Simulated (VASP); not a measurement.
Wanted: the native input for a VASP 6.6.1 run.

```yaml
Task: single point
Functional: HSE06
Potentials_or_basis: VASP PAW PBE potentials, release 64 (Re)
Cutoff: 520 eV
k_mesh: 6 × 6 × 3
Occupations: fermi-dirac, width 0.05 eV
Spin: no spin polarisation
Dipole_correction: no
Grid_for_exact_exchange_PRECFOCK: Normal
Further_INCAR_settings: ALGO = Normal; EDIFF = 1e-06; NBANDS = 14
Share_of_exact_exchange: 0.25
Screening_parameter: 0.2079 1/Å
```

Crystal: Re.

```
Re
1.0
     2.76080    0.00000    0.00000
    -1.38040    2.39092    0.00000
     0.00000    0.00000    4.45820
Re
2
Direct
  0.66667 0.33333 0.75000
  0.33333 0.66667 0.25000
```

One way to write it, as run:

POSCAR

```
Re
1.0
    2.7608000000      0.0000000000      0.0000000000
   -1.3804000000      2.3909229348      0.0000000000
    0.0000000000      0.0000000000      4.4582000000
Re
2
Direct
    0.6666666667      0.3333333333      0.7500000000
    0.3333333333      0.6666666667      0.2500000000
```

INCAR.step1

```
PREC     = Accurate       # precision mode
ENCUT    = 520            # plane-wave cutoff, eV
EDIFF    = 1E-5           # SCF threshold, eV
ISMEAR   = -1             # smearing method
SIGMA    = 0.05           # smearing width, eV
LREAL    = F              # projectors in reciprocal space
LASPH    = T              # aspherical terms in the spheres
NELM     = 100            # most SCF steps
ALGO     = Normal         # electronic algorithm
ISIF     = 2              # what is computed and relaxed
LWAVE    = T              # write WAVECAR
LCHARG   = F              # write CHGCAR
GGA      = PE             # functional
NBANDS   = 14             # bands
```

INCAR.step2

```
PREC     = Accurate       # precision mode
ENCUT    = 520            # plane-wave cutoff, eV
EDIFF    = 1E-6           # SCF threshold, eV
ISMEAR   = -1             # smearing method
SIGMA    = 0.05           # smearing width, eV
LREAL    = F              # projectors in reciprocal space
LASPH    = T              # aspherical terms in the spheres
NELM     = 100            # most SCF steps
ALGO     = Normal         # electronic algorithm
ISIF     = 2              # what is computed and relaxed
LWAVE    = F              # write WAVECAR
LCHARG   = F              # write CHGCAR
GGA      = PE             # functional
LHFCALC  = T              # exact exchange
HFSCREEN = 0.2079         # screening, 1/A
PRECFOCK = Normal       
ISTART   = 1            
NBANDS   = 14             # bands
```

KPOINTS

```
Automatic mesh
0
Gamma
  6 6 3
```

Potentials or basis: VASP PAW PBE potentials, release 64 (Re).

Launch:

```sh
$ cat potpaw_PBE.64/Re/POTCAR > POTCAR
$ cp INCAR.step1 INCAR
$ mpirun -np 1 vasp_std > vasp.out
$ cp INCAR.step2 INCAR
$ mpirun -np 1 vasp_std > vasp.out
```

Results of the run:

```json
{
  "Pressure": "-9.2 GPa",
  "Band gap on the k mesh": "zero (bands 7 and 8 overlap by 3.20 eV)"
}
```

Caveat: the k points lie up to 0.47 Å⁻¹ apart, too coarse for converged energies and pressures of a metal; the PAW data sets were made with another functional, which shifts forces and pressure a little; spin-orbit coupling is left out, which moves the levels of the heavy elements.

Run time: 11 min on 1 thread of Intel(R) Xeon(R) Platinum 8259CL CPU @ 2.50GHz (Skylake/Cascade Lake) (shared host), peak memory 0.26 GiB.
